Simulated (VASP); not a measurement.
# Si (a cell with a defect) in VASP: further runs

Runs on Si (a cell with a defect). Level: PBE. Tasks: single point.

Everything below comes from runs of VASP 6.6.1. Logs are shortened: lines on timing, memory, paths and dates and some standing lists are left out, and cuts for length are marked.

### 1 The cell of the first run

The cell holds a defect, 63 atoms: a = 10.860 Å, b = 10.860 Å, c = 10.860 Å, α = 90.00°, β = 90.00°, γ = 90.00°.

### 2 Single point, PBE, collinear spin, zero start

The input, INCAR:

```
PREC = Accurate
ENCUT = 520
EDIFF = 1E-6
ISMEAR = -1
SIGMA = 0.05
LREAL = Auto
LASPH = True
NELM = 150
ALGO = Normal
ISIF = 2
LWAVE = False
LCHARG = False
ISPIN = 2
MAGMOM = 0 0 0 0 0 0 0 0 0 0 0 0 0 0 0 0 0 0 0 0 0 0 0 0 0 0 0 0 0 0 0 0 0 0 0 0 0 0 0 0 0 0 0 0 0 0 0 0 0 0 0 0 0 0 0 0 0 0 0 0 0 0 0
LORBIT = 11
GGA = PE
NBANDS = 167
NELECT = 251.0
```

The input, KPOINTS:

```
regular mesh
0
Gamma
  1 1 1
```

The input, POSCAR:

```
Si
1.0
   10.8600000000      0.0000000000      0.0000000000
    0.0000000000     10.8600000000      0.0000000000
    0.0000000000      0.0000000000     10.8600000000
Si
63
Direct
    0.4999474217      0.0000893186     -0.0001661142
    0.6224440147      0.1260156538      0.1257583794
    0.7492648250      0.2489619705     -0.0000716390
    0.8745672192      0.3749512891      0.1248151013
    0.7492650092      0.0001833333      0.2487009208
    0.8745671271      0.1250684162      0.3746914365
    0.0002394107      0.0021911602      0.0019327808
    0.1225104052      0.1328209024      0.1325630755
    0.2484869245      0.2515515654      0.0029650092
    0.3672180479      0.3775281768      0.1325620626
    0.4978489871      0.4997990792      0.0019309392
    0.6251703499      0.6267747698      0.1240567219
    0.7512828729      0.7487540516     -0.0028709024
    0.8732635359      0.8748668508      0.1240552486
    0.2484854512      0.0032226519      0.2512944751
    0.3672143646      0.1328232965      0.3772697974
    0.4968146409      0.2515525783      0.2512941989
    0.6247238490      0.3751052486      0.3748491713
    0.7503890424      0.4993664825      0.2494839779
    0.8864178637      0.6136210866      0.3737683241
    0.4978452118      0.0021931860      0.4995400552
    0.6251698895      0.1243141805      0.6265176796
    0.7503901473      0.2497380295      0.4991072744
    0.8864365562      0.3740232965      0.6133436464
    0.7512806630     -0.0026130755      0.7484994475
    0.8732611418      0.1243145488      0.8746110497
    0.0001239411      0.4999133517     -0.0001796501
    0.1250860958      0.6254686004      0.1248162983
    0.2510760589      0.7507714549     -0.0000701657
    0.3740216390      0.8775927256      0.1257590239
   -0.0020375691      0.2637297422      0.2634733886
    0.2363049724      0.5020718232      0.2634754144
    0.3749658379      0.6254677716      0.3746930939
    0.4998513812      0.7507709024      0.2487028545
    0.6262636280      0.8737728361      0.3746028545
    0.0001241252      0.0000767035      0.4996570902
    0.1250883057      0.1250686004      0.6252153775
    0.2363062615      0.2637307551      0.5018206262
    0.3749670350      0.3749506446      0.6252147330
    0.4999606814      0.4999132597      0.4996572744
    0.6280048803      0.6230913444      0.6228340700
    0.7569902394      0.7430479742      0.4971895948
    0.8769453959      0.8720341621      0.6228349908
    0.2510790976      0.0001824125      0.7505156538
    0.3740231123      0.1260145488      0.8773360037
    0.4998537753      0.2489605893      0.7505156538
    0.6262713628      0.3748632597      0.8735090239
    0.7570021179      0.4974455801      0.7427774401
    0.8769473297      0.6230899632      0.8717743094
    0.0006710866      0.7496491713      0.2494833333
    0.1249321363      0.8753137201      0.3748488950
    0.0845545120      0.4154701657      0.4152295580
    0.1260144567      0.6136159300      0.6133569982
    0.2502989871      0.7496484346      0.4991081031
    0.3757252302      0.8748672192      0.6265165746
    0.0006720994      0.2497384899      0.7493912523
    0.1249316759      0.3751052486      0.8750567219
    0.2502975138      0.4993661142      0.7493916206
    0.3757231123      0.6267759669      0.8746109576
    0.5026508287      0.7487552486      0.7484987109
    0.6252087477      0.8748277164      0.8745725599
    0.0025912523      0.7430434622      0.7427851750
    0.1251760589      0.8737697974      0.8735137201
```

Potentials or basis: VASP PAW PBE potentials, release 64 (Si).

The run is started by

```console
> cat potpaw_PBE.64/Si/POTCAR > POTCAR
> mpirun -np 1 vasp_gam > vasp.out
```

OUTCAR:

```text
PREC = Accurate
   ENCUT = 520
   EDIFF = 1E-6
   ISMEAR = -1
   LREAL = Auto
   LASPH = True
   NELM = 150
   ISIF = 2
   ISPIN = 2
   LORBIT = 11
   GGA = PE
   NELECT = 251.0

 ion  position               nearest neighbor table
   1  0.500  0.000  1.000-  45 2.35   2 2.35  30 2.35  61 2.36
   2  0.622  0.126  0.126-   1 2.35   5 2.36   3 2.36  17 2.36
   3  0.749  0.249  1.000-  26 2.34  47 2.35   2 2.36   4 2.36
   4  0.875  0.375  0.125-  19 2.34  31 2.35  27 2.35   3 2.36
   5  0.749  0.000  0.249-  14 2.34  35 2.35   2 2.36   6 2.36
   6  0.875  0.125  0.375-  23 2.34  31 2.35  36 2.35   5 2.36
[... 43 lines left out ...]
  50  0.001  0.750  0.249-  28 2.34  51 2.35  20 2.35  14 2.37
  51  0.125  0.875  0.375-  36 2.35  15 2.35  50 2.35  54 2.35
  52  0.085  0.415  0.415-  38 2.51  31 2.51  32 2.51  24 3.08  53 3.08  20 3.08
  53  0.126  0.614  0.613-  54 2.35  58 2.35  62 2.40  52 3.08
  54  0.250  0.750  0.499-  33 2.34  51 2.35  53 2.35  55 2.37
  55  0.376  0.875  0.627-  44 2.34  60 2.35  21 2.36  54 2.37
  56  0.001  0.250  0.749-  37 2.34  57 2.35  24 2.35  26 2.37
  57  0.125  0.375  0.875-  27 2.35   9 2.35  58 2.35  56 2.35
  58  0.250  0.499  0.749-  39 2.34  57 2.35  53 2.35  59 2.37
  59  0.376  0.627  0.875-  29 2.34  60 2.35  11 2.36  58 2.37
  60  0.503  0.749  0.748-  61 2.35  59 2.35  55 2.35  41 2.36
  61  0.625  0.875  0.875-  25 2.35  60 2.35  13 2.35   1 2.36
  62  0.003  0.743  0.743-  49 2.35  43 2.35  53 2.40  63 2.41
  63  0.125  0.874  0.874-  44 2.35  29 2.35   7 2.39  62 2.41

  LATTYP: Found a simple cubic cell.
 ALAT       =    10.8600000000

  Lattice vectors:

 A1 = (  10.8600000000,   0.0000000000,   0.0000000000)
 A2 = (   0.0000000000,  10.8600000000,   0.0000000000)
 A3 = (   0.0000000000,   0.0000000000,  10.8600000000)

Analysis of symmetry for initial positions (statically):
=====================================================================
 Subroutine PRICEL returns:
 Original cell was already a primitive cell.

 Routine SETGRP: Setting up the symmetry group for a
 simple cubic supercell.

 Subroutine GETGRP returns: Found  2 space group operations
 (whereof  1 operations were pure point group operations)
 out of a pool of 48 trial point group operations.

The static configuration has the point symmetry C_1 .
 The point group associated with its full space group is C_1h.

Analysis of symmetry for dynamics (positions and initial velocities):
=====================================================================
 Subroutine PRICEL returns:
 Original cell was already a primitive cell.

 Routine SETGRP: Setting up the symmetry group for a
 simple cubic supercell.

 Subroutine GETGRP returns: Found  2 space group operations
 (whereof  1 operations were pure point group operations)
 out of a pool of 48 trial point group operations.

The dynamic configuration has the point symmetry C_1 .
 The point group associated with its full space group is C_1h.
[... 261 lines left out ...]

 E-fermi :   6.1328     XC(G=0):  -9.3298

 val. band max:        5.4609179069   @ k =   0.0000   0.0000   0.0000
 cond. band min:       6.1907506563   @ k =   0.0000   0.0000   0.0000
 fundamental gap:      0.7298327495
 Fermi energy:         6.1327747333

 spin component 1

 k-point     1 :       0.0000    0.0000    0.0000
  band No.  band energies     occupation
      1      -6.1632      1.00000
      2      -5.1188      1.00000
      3      -5.1188      1.00000
      4      -5.0928      1.00000
      5      -5.0928      1.00000
      6      -5.0719      1.00000
[... 129 lines left out ...]
    136       6.8894      0.00000
    137       6.9248      0.00000
 Fermi energy:         6.1327747333

 spin component 2

 k-point     1 :       0.0000    0.0000    0.0000
  band No.  band energies     occupation
      1      -6.1632      1.00000
      2      -5.1188      1.00000
      3      -5.1188      1.00000
      4      -5.0928      1.00000
      5      -5.0928      1.00000
      6      -5.0719      1.00000
[... 129 lines left out ...]
    136       6.8894      0.00000
    137       6.9248      0.00000
 [bands above 137 left out]

------------------------ aborting loop because EDIFF is reached ----------------------------------------

  FORCE on cell =-STRESS in cart. coord.  units (eV):
  Direction    XX          YY          ZZ          XY          YZ          ZX
  --------------------------------------------------------------------------------------
  -------------------------------------------------------------------------------------
  Total       -0.0968400     -0.0953920     -0.0968400      3.5900773     -3.5900773      3.5904554
  in kB       -0.1211367     -0.1193254     -0.1211367      4.4908123     -4.4908124      4.4912853
  external PRESSURE =      -0.1205329 kB  Pullay stress =       0.0000000 kB

 VOLUME and BASIS-vectors are now :
 -----------------------------------------------------------------------------
  energy-cutoff  :      520.00
  volume of cell :     1280.82
      direct lattice vectors                 reciprocal lattice vectors
    10.860000000  0.000000000  0.000000000     0.092081031  0.000000000  0.000000000
     0.000000000 10.860000000  0.000000000     0.000000000  0.092081031  0.000000000
     0.000000000  0.000000000 10.860000000     0.000000000  0.000000000  0.092081031

 POSITION                                       TOTAL-FORCE (eV/Angst)
 -----------------------------------------------------------------------------------
      5.42943      0.00097     10.85820         0.000349      0.004803     -0.000349
      6.75974      1.36853      1.36574         0.000726     -0.000629     -0.000220
      8.13702      2.70373     10.85922        -0.000084      0.005913      0.005023
      9.49780      4.07197      1.35549        -0.001439      0.001603      0.000161
      8.13702      0.00199      2.70089        -0.000566      0.004615      0.006761
      9.49780      1.35824      4.06915        -0.002074     -0.001007      0.002339
[... 55 lines left out ...]
      0.02814      8.06945      8.06665        -0.014502      0.024902      0.024994
      1.35941      9.48914      9.48636         0.007314      0.005011      0.005111
 -----------------------------------------------------------------------------------
    total drift:                               -0.006498     -0.012447     -0.043180

  FREE ENERGIE OF THE ION-ELECTRON SYSTEM (eV)
  ---------------------------------------------------
  free  energy   TOTEN  =      -338.0608038160 eV

  energy  without entropy=     -337.9378179921  energy(sigma->0) =     -337.99931090

 total charge

# of ion       s       p       d       tot
------------------------------------------
    1        0.739   0.955   0.000   1.694
    2        0.740   0.949   0.000   1.689
    3        0.740   0.951   0.000   1.691
    4        0.740   0.956   0.000   1.696
    5        0.740   0.951   0.000   1.691
    6        0.740   0.956   0.000   1.696
[... 55 lines left out ...]
   62        0.743   0.925   0.000   1.668
   63        0.744   0.926   0.000   1.670
--------------------------------------------------
tot         46.854  58.938   0.000 105.793

 magnetization (x)

# of ion       s       p       d       tot
------------------------------------------
    1       -0.000  -0.000   0.000  -0.000
    2        0.000   0.000   0.000   0.000
    3        0.000   0.000   0.000   0.000
    4        0.000   0.000   0.000   0.000
    5        0.000   0.000   0.000   0.000
    6        0.000   0.000   0.000   0.000
[... 55 lines left out ...]
   62       -0.000   0.000   0.000   0.000
   63        0.000   0.000   0.000   0.000
--------------------------------------------------
tot          0.000   0.000   0.000   0.000
```

Wall time 9.5 min (1 thread of Intel Xeon Platinum 8559C (Emerald Rapids), shared host); peak memory 1.4 GiB.

Results:

```
Free energy                                           : -338.0608 eV
Largest force                                         : 0.347 eV/Å
Net moment                                            : 0.00 μB per cell
Valence electrons inside the program's atomic spheres : Si 1.69, 1.70, 1.67, 1.63, 1.65, 1.52 (each value once)
```

Forces in eV/Å, atoms in the order of the input:
```
Si   0.000  0.005  0.000
Si   0.001 -0.001  0.000
Si   0.000  0.006  0.005
Si  -0.001  0.002  0.000
Si  -0.001  0.005  0.007
Si  -0.002 -0.001  0.002
Si  -0.003  0.004  0.004
Si   0.011 -0.008 -0.008
Si  -0.001  0.001  0.000
Si   0.008 -0.011 -0.008
Si  -0.004  0.004  0.004
Si   0.001  0.007  0.004
Si  -0.002  0.002  0.002
Si  -0.008  0.000  0.004
Si  -0.001  0.000  0.001
Si   0.008 -0.008 -0.011
Si   0.000  0.001  0.001
Si  -0.002  0.001  0.002
Si  -0.004 -0.004  0.000
Si  -0.038  0.038  0.008
Si  -0.004  0.004  0.003
Si   0.000  0.004  0.007
Si  -0.004  0.001 -0.004
Si  -0.038  0.008  0.038
Si  -0.002  0.003  0.002
Si  -0.007  0.004  0.000
Si   0.002  0.000  0.004
Si  -0.002  0.001  0.000
Si  -0.006  0.000  0.005
Si   0.000 -0.001  0.000
Si  -0.013 -0.020 -0.019
Si   0.020  0.013 -0.020
Si   0.000  0.001  0.002
Si  -0.005  0.000  0.006
Si  -0.005  0.005 -0.007
Si   0.001  0.007 -0.001
Si  -0.002 -0.001  0.002
Si   0.019 -0.020  0.013
Si   0.000  0.002  0.001
Si  -0.004  0.000 -0.002
Si  -0.010  0.004  0.003
Si  -0.025  0.025  0.015
Si  -0.004  0.010  0.004
Si  -0.007  0.005  0.001
Si   0.000 -0.001 -0.001
Si  -0.005  0.006  0.000
Si  -0.005 -0.006  0.005
Si  -0.025  0.014  0.025
Si  -0.003  0.004  0.010
Si   0.004  0.005  0.001
Si  -0.002  0.000  0.002
Si   0.200 -0.201 -0.200
Si  -0.008  0.038  0.038
Si  -0.001  0.005 -0.004
Si  -0.004  0.000  0.008
Si   0.004  0.001  0.004
Si  -0.002  0.001  0.002
Si   0.000 -0.004  0.004
Si  -0.004  0.007 -0.001
Si  -0.002  0.002  0.002
Si  -0.005  0.003  0.005
Si  -0.015  0.025  0.025
Si   0.007  0.005  0.005
```

Levels at points of the mesh, in eV from the Fermi level:
Spin up:
| k point | band 123 | band 124 | band 125 | band 126 | band 127 | band 128 |
| --- | --- | --- | --- | --- | --- | --- |
| (0.00, 0.00, 0.00) | -0.81 | -0.81 | -0.67 | 0.06 | 0.06 | 0.20 |
Spin down:
```csv
k point,band 123,band 124,band 125,band 126,band 127,band 128
"(0.00, 0.00, 0.00)",-0.81,-0.81,-0.67,0.06,0.06,0.20
```

Caveat: the k points lie up to 0.58 Å⁻¹ apart; the cell carries a net charge on a neutralising background, which shifts energy and pressure; the cell is charged against a uniform background, so pressure and absolute levels hang on convention; no moment was typed at the start, so none could form.

(Part 1 of 3 ends here.)
